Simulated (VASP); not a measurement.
A run of VASP 6.6.1:

File INCAR:

```
SYSTEM = LuTlAu4
  ALGO = Fast
  EDIFF = 1E-6
  ENCUT = 520
  GGA = PE
  ISIF = 2
  ISMEAR = 0
  LASPH = .TRUE.
  LCHARG = .FALSE.
  LREAL = .FALSE.
  LWAVE = .FALSE.
  NBANDS = 50
  NELM = 60
  PREC = Accurate
  SIGMA = 0.1
```

KPOINTS

```
k-points
0
G
  8 8 6
  0 0 0
```

Contents of POSCAR:

```
LuTlAu4
1.0
    5.0894638155      0.0000000000      0.0000000000
    0.0000000000      5.0894638155      0.0000000000
    0.0000000000      0.0000000000      7.9851545971
Lu Tl Au
1 1 4
Direct
    0.0000000000      0.0000000000      0.0000000000
    0.5000000000      0.5000000000      0.5000000000
    0.5000000000      0.5000000000      0.8394127297
    0.5000000000      0.5000000000      0.1605872703
    0.5000000000      0.0000000000      0.5000000000
    0.0000000000      0.5000000000      0.5000000000
```

Potentials or basis: VASP PAW PBE potentials, release 64 (Lu, Tl_d, Au).

Launch:

```console
$ cat potpaw_PBE.64/Lu/POTCAR potpaw_PBE.64/Tl_d/POTCAR potpaw_PBE.64/Au/POTCAR > POTCAR
$ mpirun -np 1 vasp_std > vasp.out
```

Hardware: 1 thread of Intel(R) Xeon(R) 6975P-C (Granite Rapids), on a shared host.

Task: How long does it take, and how much memory?

Result: It took 16 min on 1 thread of Intel(R) Xeon(R) 6975P-C (Granite Rapids), on a shared host, peak memory 0.73 GiB. Counts: scf iterations 49, k points 60.
